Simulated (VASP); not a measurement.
Here is a VASP 6.6.1 calculation.

Contents of INCAR:

```
ALGO     = Normal         # electronic algorithm
EDIFF    = 1E-6           # SCF threshold, eV
ENCUT    = 520            # plane-wave cutoff, eV
GGA      = PS             # functional
ISIF     = 2              # what is computed and relaxed
ISMEAR   = -1             # smearing method
ISPIN    = 2              # spin polarisation
LASPH    = T              # aspherical terms in the spheres
LCHARG   = F              # write CHGCAR
LMAXMIX  = 4              # l up to which the mixer works
LORBIT   = 11             # projections on sites
LREAL    = F              # projectors in reciprocal space
LWAVE    = F              # write WAVECAR
MAGMOM   = 2 2 0 0        # initial moments
NBANDS   = 27             # bands
NELM     = 150            # most SCF steps
PREC     = Accurate       # precision mode
SIGMA    = 0.05           # smearing width, eV
```

File KPOINTS:

```
k-points
0
Gamma
  10 10 5
```

POSCAR

```
CoO
1.0
    3.1761843872      0.0000000000      0.0000000000
   -1.5880921936      2.7506563664      0.0000000000
    0.0000000000      0.0000000000      5.1936166411
Co O
2 2
Direct
    0.3333333333      0.6666666667      0.5033624100
    0.0000000000      0.0000000000      0.0034741400
    0.3333333333      0.6666666667      0.8715556000
    0.0000000000      0.0000000000      0.3716088500
```

Potentials or basis: VASP PAW PBE potentials, release 64 (Co, O).

Launch:

```console
$ cat potpaw_PBE.64/Co/POTCAR potpaw_PBE.64/O/POTCAR > POTCAR
$ mpirun -np 1 vasp_std > vasp.out
```

Predict the pressure.

-5.3 GPa.

Predict the largest force.

0.289 eV/Å.

Forces on the atoms (eV/Å):
```
Co   0.000  0.000 -0.283
Co   0.000  0.000 -0.289
O    0.000  0.000  0.286
O    0.000  0.000  0.286
```

Caveat: the PAW data sets were made with another functional, which shifts forces and pressure a little.
